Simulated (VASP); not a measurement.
# LiLaHS (P4/nmm) in VASP: single point with PBEsol

Aim: the single point of LiLaHS with PBEsol.

Everything below comes from runs of VASP 6.6.1. Logs are shortened: lines on timing, memory, paths and dates and some standing lists are left out, and cuts for length are marked.

**1. The cell of the first run**

Symmetry: P4/nmm, No. 129, tetragonal system. Conventional cell: a = 3.965 Å, b = 3.965 Å, c = 8.835 Å, α = 90.00°, β = 90.00°, γ = 90.00°. Within 3.2 Å of La (site symmetry 4mm) lie 4 Li at 2.32 Å and 4 S at 3.18 Å. S (site symmetry 4mm) has 4 H at 2.62 Å and 4 La at 3.18 Å and 4 Li at 3.35 Å within 3.5 Å. Within 3.1 Å of Li (site symmetry -4m2) lie 4 La at 2.32 Å and 4 Li at 2.80 Å. H (site symmetry -4m2) has 4 S at 2.62 Å and 4 H at 2.80 Å within 3.5 Å.

**2. Single point, PBEsol**

The input, POSCAR:

```
LiLaHS
1.0
    3.9645380000      0.0000000000      0.0000000000
    0.0000000000      3.9645380000      0.0000000000
    0.0000000000      0.0000000000      8.8346710000
La S Li H
2 2 2 2
Direct
    0.2500000000      0.2500000000      0.1361200000
    0.7500000000      0.7500000000      0.8638800000
    0.2500000000      0.2500000000      0.6943200000
    0.7500000000      0.7500000000      0.3056800000
    0.7500000000      0.2500000000      0.0000000000
    0.2500000000      0.7500000000      0.0000000000
    0.7500000000      0.2500000000      0.5000000000
    0.2500000000      0.7500000000      0.5000000000
```

The input, INCAR.step1:

```
ALGO = Normal
EDIFF = 1E-6
ENCUT = 520
GGA = PS
ISIF = 2
ISMEAR = 1
LASPH = T
LCHARG = T
LMAXMIX = 6
LREAL = F
LWAVE = F
NBANDS = 31
NELM = 100
PREC = Accurate
SIGMA = 0.0274
```

The input, KPOINTS.step1:

```
k-points
0
Gamma
  7 7 3
```

The input, INCAR.step2:

```
ALGO = Normal
EDIFF = 1E-6
ENCUT = 520
GGA = PS
ICHARG = 11
ISIF = 2
ISMEAR = -5
LASPH = T
LCHARG = F
LMAXMIX = 6
LORBIT = 11
LREAL = F
LWAVE = F
NEDOS = 2001
NELM = 100
PREC = Accurate
SIGMA = 0.0274
```

The input, KPOINTS.step2:

```
k-points
0
Gamma
  11 11 5
```

Potentials or basis: VASP PAW PBE potentials, release 64 (La, S, Li_sv, H).

Launch:

```bash
> cat potpaw_PBE.64/La/POTCAR potpaw_PBE.64/S/POTCAR potpaw_PBE.64/Li_sv/POTCAR potpaw_PBE.64/H/POTCAR > POTCAR
> cp INCAR.step1 INCAR
> cp KPOINTS.step1 KPOINTS
> mpirun -np 1 vasp_std > vasp.out
> cp INCAR.step2 INCAR
> cp KPOINTS.step2 KPOINTS
> mpirun -np 1 vasp_std > vasp.out
```

OUTCAR:

```text
EDIFF = 1E-6
   ENCUT = 520
   GGA = PS
   ICHARG = 11
   ISIF = 2
   ISMEAR = -5
   LASPH = T
   LORBIT = 11
   LREAL = F
   NELM = 100
   PREC = Accurate

 ion  position               nearest neighbor table
   1  0.250  0.250  0.136-   5 2.32   6 2.32   6 2.32   5 2.32   4 3.18   4 3.18   4 3.18   4 3.18

   2  0.750  0.750  0.864-   5 2.32   6 2.32   5 2.32   6 2.32   3 3.18   3 3.18   3 3.18   3 3.18

   3  0.250  0.250  0.694-   2 3.18   2 3.18   2 3.18   2 3.18
   4  0.750  0.750  0.306-   1 3.18   1 3.18   1 3.18   1 3.18
   5  0.750  0.250  0.000-   1 2.32   2 2.32   2 2.32   1 2.32
   6  0.250  0.750  0.000-   1 2.32   2 2.32   1 2.32   2 2.32
   7  0.750  0.250  0.500-
   8  0.250  0.750  0.500-

  LATTYP: Found a simple tetragonal cell.
 ALAT       =     3.9645380000
 C/A-ratio  =     2.2284238416

  Lattice vectors:

 A1 = (   3.9645380000,   0.0000000000,   0.0000000000)
 A2 = (   0.0000000000,   3.9645380000,   0.0000000000)
 A3 = (   0.0000000000,   0.0000000000,   8.8346710000)

Analysis of symmetry for initial positions (statically):
=====================================================================
 Subroutine PRICEL returns:
 Original cell was already a primitive cell.

 Routine SETGRP: Setting up the symmetry group for a
 simple tetragonal supercell.

 Subroutine GETGRP returns: Found 16 space group operations
 (whereof  4 operations were pure point group operations)
 out of a pool of 16 trial point group operations.

The static configuration has the point symmetry C_2h.
 The point group associated with its full space group is D_4h.

Analysis of symmetry for dynamics (positions and initial velocities):
=====================================================================
 Subroutine PRICEL returns:
 Original cell was already a primitive cell.

 Routine SETGRP: Setting up the symmetry group for a
 simple tetragonal supercell.

 Subroutine GETGRP returns: Found 16 space group operations
 (whereof  4 operations were pure point group operations)
 out of a pool of 16 trial point group operations.

The dynamic configuration has the point symmetry C_2h.
 The point group associated with its full space group is D_4h.

 Subroutine INISYM returns: Found 16 space group operations
 (whereof  4 operations are pure point group operations),
 and found     1 'primitive' translations

----------------------------------------------------------------------------------------

                                     Primitive cell

  volume of cell :     138.8595

  direct lattice vectors                    reciprocal lattice vectors
     3.964538000  0.000000000  0.000000000     0.252236200  0.000000000  0.000000000
     0.000000000  3.964538000  0.000000000     0.000000000  0.252236200  0.000000000
     0.000000000  0.000000000  8.834671000     0.000000000  0.000000000  0.113190406

  length of vectors
     3.964538000  3.964538000  8.834671000     0.252236200  0.252236200  0.113190406

  position of ions in fractional coordinates (direct lattice)
     0.250000000  0.250000000  0.136120000
     0.750000000  0.750000000  0.863880000
     0.250000000  0.250000000  0.694320000
     0.750000000  0.750000000  0.305680000
     0.750000000  0.250000000  0.000000000
     0.250000000  0.750000000  0.000000000
     0.750000000  0.250000000  0.500000000
     0.250000000  0.750000000  0.500000000

  ion indices of the primitive-cell ions
   primitive index   ion index
                 1           1
                 2           2
                 3           3
                 4           4
                 5           5
                 6           6
                 7           7
                 8           8

----------------------------------------------------------------------------------------

 KPOINTS: k-points

Automatic generation of k-mesh.
 Grid dimensions read from file:
 generate k-points for:   11   11    5

 Generating k-lattice:

  Cartesian coordinates                     Fractional coordinates (reciprocal lattice)
     0.022930564  0.000000000  0.000000000     0.090909091  0.000000000  0.000000000
     0.000000000  0.022930564  0.000000000     0.000000000  0.090909091  0.000000000
     0.000000000  0.000000000  0.022638081     0.000000000  0.000000000  0.200000000

  Length of vectors
     0.022930564  0.022930564  0.022638081

  Shift w.r.t. Gamma in fractional coordinates (k-lattice)
     0.000000000  0.000000000  0.000000000

 TETIRR: Found    891 inequivalent tetrahedra from     3630

 Subroutine IBZKPT returns following result:
 ===========================================

 Found     63 irreducible k-points:

 Following reciprocal coordinates:
            Coordinates               Weight
  0.000000  0.000000  0.000000      1.000000
  0.090909  0.000000  0.000000      4.000000
  0.181818  0.000000  0.000000      4.000000
  0.272727  0.000000  0.000000      4.000000
  0.363636  0.000000  0.000000      4.000000
  0.454545  0.000000  0.000000      4.000000
[... 16 lines left out ...]
  0.090909  0.000000  0.200000      8.000000
  0.181818  0.000000  0.200000      8.000000
 [... further k-points ...]
   k-points           NKPTS =     63   k-points in BZ     NKDIM =     63   number of bands    NBANDS=     26
   number of dos      NEDOS =   2001   number of ions     NIONS =      8
   total plane-waves  NPLWV =  63000
   dimension x,y,z NGX =    30 NGY =   30 NGZ =   70
   dimension x,y,z NGXF=    60 NGYF=   60 NGZF=  140
   ions per type =               2   2   2   2
   NGX,Y,Z   is equivalent  to a cutoff of  12.58, 12.58, 13.17 a.u.
   NGXF,Y,Z  is equivalent  to a cutoff of  25.16, 25.16, 26.34 a.u.
 SYSTEM =  unknown system
   PREC   = accura    normal or accurate (medium, high low for compatibility)
   ISTART =      0    job   : 0-new  1-cont  2-samecut
   ICHARG =     11    charge: 1-file 2-atom 10-const
   ISPIN  =      1    spin polarized calculation?
   LNONCOLLINEAR =      F non collinear calculations
   LSORBIT =      F    spin-orbit coupling
   LASPH  =      T    aspherical Exc in radial PAW
   ENCUT  =  520.0 eV  38.22 Ry    6.18 a.u.   7.37  7.37 16.43*2*pi/ulx,y,z
   NELM   =    100;   NELMIN=  2; NELMDL=  0     # of ELM steps
   EDIFF  = 0.1E-05   stopping-criterion for ELM
   LREAL  =      F    real-space projection
   EDIFFG = 0.1E-04   stopping-criterion for IOM
   NSW    =      0    number of steps for IOM
   IBRION =     -1    ionic relax: 0-MD 1-quasi-New 2-CG
   NFREE  =      0    steps in history (QN), initial steepest desc. (CG)
   ISIF   =      2    stress and relaxation
   ISYM   =      2    0-nonsym 1-usesym 2-fastsym
   POTIM  = 0.5000    time-step for ionic-motion
   TEBEG  =    0.0;   TEEND  =   0.0 temperature during run
   PSTRESS=    0.0 pullay stress
   NELECT =      42.0000    total number of electrons
   NUPDOWN=      -1.0000    fix difference up-down
   EMIN   =  10.00;   EMAX   =-10.00  energy-range for DOS
   EFERMI =   0.00;   METHOD = LEGACY
   ISMEAR =    -5;   SIGMA  =   0.03  broadening in eV -4-tet -1-fermi 0-gaus
   EFERMI_NEDOS =   21; number of points for ismear=-14 and -15
   IALGO  =     38    algorithm
   IMIX   =      4    mixing-type and parameters
     AMIX     =   0.40;   BMIX     =  1.00
     AMIX_MAG =   1.60;   BMIX_MAG =  1.00
  volume/ion in A,a.u.               =      17.36       117.13
  Fermi-wavevector in a.u.,A,eV,Ry     =   1.098920  2.076658 16.430738  1.207625
  Thomas-Fermi vector in A             =   2.235306
   LORBIT       =     11    0 simple, 1 ext, 2 COOP (PROOUT), +10 PAW based schemes
   GGA     = PS    functional components
   LHFCALC =     F    Hartree Fock is set to
   AEXX    =    0.0000 exact exchange contribution
   IVDW    =     0    specifies the selected vdW correction
   LEPSILON=     F    determine dielectric tensor
   LRPA    =     F    only Hartree local field effects (RPA)
 non-spin polarized calculation
 Fermi weights with tetrahedron method with Bloechl corrections
  energy-cutoff  :      520.00
  volume of cell :      138.86
 maximum number of plane-waves:      3801
 NGX is ok and might be reduce to    30

 number of electron      41.9999988 magnetization

 Free energy of the ion-electron system (eV)
  ---------------------------------------------------
  ext. energy  EPLUGINS =         0.00000000
  ---------------------------------------------------
  free energy    TOTEN  =       -21.23354475 eV

  energy without entropy =      -21.23354475  energy(sigma->0) =      -21.23354475

 E-fermi :   5.6717     XC(G=0):  -9.6329

 val. band max:        5.7366655260   @ k =   0.3636   0.3636   0.2000
 cond. band min:       5.6580098484   @ k =   0.1818   0.0000   0.0000
 fundamental gap:     -0.0786556776
 Fermi energy:         5.6717444407

 k-point     1 :       0.0000    0.0000    0.0000
  band No.  band energies     occupation
      1     -42.1280      2.00000
      2     -42.0626      2.00000
      3     -26.9777      2.00000
      4     -26.8848      2.00000
      5     -11.1166      2.00000
      6     -11.0418      2.00000
[... 18 lines left out ...]
     25       6.1291      0.00000
     26       7.1376      0.00000

 k-point     2 :       0.0909    0.0000    0.0000
  band No.  band energies     occupation
      1     -42.1264      2.00000
      2     -42.0636      2.00000
      3     -26.9748      2.00000
      4     -26.8855      2.00000
      5     -11.1159      2.00000
      6     -11.1095      2.00000
[... 18 lines left out ...]
     25       6.1788      0.00000
[... 608 lines left out ...]
     25       6.3204      0.00000
     26       6.9521      0.00000

 k-point    24 :       0.1818    0.0000    0.2000
  band No.  band energies     occupation
      1     -42.1219      2.00000
      2     -42.0668      2.00000
      3     -26.9665      2.00000
      4     -26.8881      2.00000
      5     -11.2603      2.00000
      6     -11.0990      2.00000
[... 18 lines left out ...]
     25       6.5119      0.00000
     26       6.6549      0.00000

 [... further k-points ...]
[... 5 lines left out ...]
  --------------------------------------------------------------------------------------
  -------------------------------------------------------------------------------------
  Total        4.6201999      4.6201999     -1.3879476     -0.0000000     -0.0000000      0.0000000
  in kB       53.3084178     53.3084178    -16.0143053     -0.0000000     -0.0000000      0.0000000
  external PRESSURE =      30.2008434 kB  Pullay stress =       0.0000000 kB

 VOLUME and BASIS-vectors are now :
 -----------------------------------------------------------------------------
  energy-cutoff  :      520.00
  volume of cell :      138.86
      direct lattice vectors                 reciprocal lattice vectors
     3.964538000  0.000000000  0.000000000     0.252236200  0.000000000  0.000000000
     0.000000000  3.964538000  0.000000000     0.000000000  0.252236200  0.000000000
     0.000000000  0.000000000  8.834671000     0.000000000  0.000000000  0.113190406

 POSITION                                       TOTAL-FORCE (eV/Angst)
 -----------------------------------------------------------------------------------
      0.99113      0.99113      1.20258        -0.000000      0.000000      6.464590
      2.97340      2.97340      7.63210        -0.000000      0.000000     -6.464590
      0.99113      0.99113      6.13409         0.000000     -0.000000      1.407834
      2.97340      2.97340      2.70058        -0.000000      0.000000     -1.407834
      2.97340      0.99113      0.00000        -0.000000      0.000000      0.000000
      0.99113      2.97340      0.00000         0.000000      0.000000      0.000000
      2.97340      0.99113      4.41734         0.000000      0.000000      0.000000
      0.99113      2.97340      4.41734        -0.000000     -0.000000      0.000000
 -----------------------------------------------------------------------------------
    total drift:                                0.000000      0.000000     -0.000000

  FREE ENERGIE OF THE ION-ELECTRON SYSTEM (eV)
  ---------------------------------------------------
  free  energy   TOTEN  =       -21.2335447494 eV

  energy  without entropy=      -21.2335447494  energy(sigma->0) =      -21.23354475

 total charge

# of ion       s       p       d       f       tot
--------------------------------------------------
    1        2.043   5.533   1.126   0.216   8.919
    2        2.043   5.533   1.126   0.216   8.919
    3        1.379   2.148   0.000   0.000   3.527
    4        1.379   2.148   0.000   0.000   3.527
    5        2.032   0.305   0.000   0.000   2.337
    6        2.032   0.305   0.000   0.000   2.337
    7        0.343   0.003   0.000   0.000   0.346
    8        0.343   0.003   0.000   0.000   0.346
--------------------------------------------------
tot         11.595  15.978   2.252   0.433  30.257
```

Wall time 11 min (1 thread of Oxide Virtual Turin-like, shared host); peak memory 0.38 GiB.

What came out:

| Item | Value |
| --- | --- |
| Valence electrons inside the program's atomic spheres | La 8.92; S 3.53; Li 2.34; H 0.35 |

Caveat: the cutoff is under 1.25 times the usual one of these potentials, so pressure, stress and relaxed cells hold a basis-set (Pulay) error; the PAW data sets were made with another functional, which shifts forces and pressure a little; spin-orbit coupling is left out, which moves the levels of the heavy elements.
